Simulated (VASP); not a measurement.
Crystal: Si.

```
Si
1.0
    -1.63225    1.68877    1.16667
     1.73080   -1.69330    1.29369
     1.62460    1.68565   -1.17225
Si
1
Cartesian
  0.0000 0.0000 0.0000
```

| Item | Value |
| --- | --- |
| Program | VASP 6.6.1 |
| Task | relaxation of cell and atoms |
| Functional | revPBE |
| Potentials or basis | VASP PAW PBE potentials, release 64 (Si) |
| Cutoff | 600 eV |
| k mesh | 13 × 13 × 11 |
| Occupations | fermi-dirac, width 0.05 eV |
| Spin | no spin polarisation |

At the start: pressure 6.6 GPa; volume 13.91 Å³/atom.

**Question.** Where does the relaxation end?

**Answer.** Over 17 steps the energy falls by 43.3 meV/atom and the volume is 14.77 Å³/atom (+6.2 %); space group C2/m (No. 12, to 0.1 Å) before and after.

Step by step:
| step | energy change (eV) | largest force (eV/Å) | pressure (GPa) | volume (Å³) |
| --- | --- | --- | --- | --- |
| 1 | 0.0000 | 0.0000 | 6.56 | 13.91 |
| 2 | -0.0337 | 0.0000 | -1.89 | 15.08 |
| 3 | -0.0339 | 0.0000 | -1.32 | 14.98 |
| 4 | -0.0392 | 0.0000 | -0.72 | 14.83 |
| 5 | -0.0395 | 0.0000 | -0.55 | 14.79 |
| 6 | -0.0396 | 0.0000 | -0.50 | 14.78 |
| 7 | -0.0404 | 0.0000 | 0.21 | 14.67 |
| 8 | -0.0406 | 0.0000 | 0.68 | 14.60 |
| 9 | -0.0412 | 0.0000 | 0.78 | 14.59 |
| 10 | -0.0419 | 0.0000 | 1.20 | 14.57 |
| 11 | -0.0423 | 0.0000 | 0.93 | 14.63 |
| 12 | -0.0424 | 0.0000 | 0.80 | 14.66 |
| 13 | -0.0428 | 0.0000 | 0.50 | 14.70 |
| 14 | -0.0432 | 0.0000 | -0.16 | 14.80 |
| 15 | -0.0432 | 0.0000 | -0.14 | 14.79 |
| 16 | -0.0432 | 0.0000 | -0.10 | 14.79 |
| 17 | -0.0433 | 0.0000 | 0.00 | 14.77 |

Final structure:
```cif
data_structure
_symmetry_space_group_name_H-M 'P 1'
_symmetry_Int_Tables_number 1
_cell_length_a 2.6209
_cell_length_b 2.8394
_cell_length_c 2.5999
_cell_angle_alpha 103.408
_cell_angle_beta 99.717
_cell_angle_gamma 122.742
_cell_volume 14.77
loop_
_atom_site_label
_atom_site_type_symbol
_atom_site_fract_x
_atom_site_fract_y
_atom_site_fract_z
_atom_site_occupancy
Si1 Si 0.00000 0.00000 0.00000 1
```

Caveat: the PAW data sets were made with another functional, which shifts forces and pressure a little.
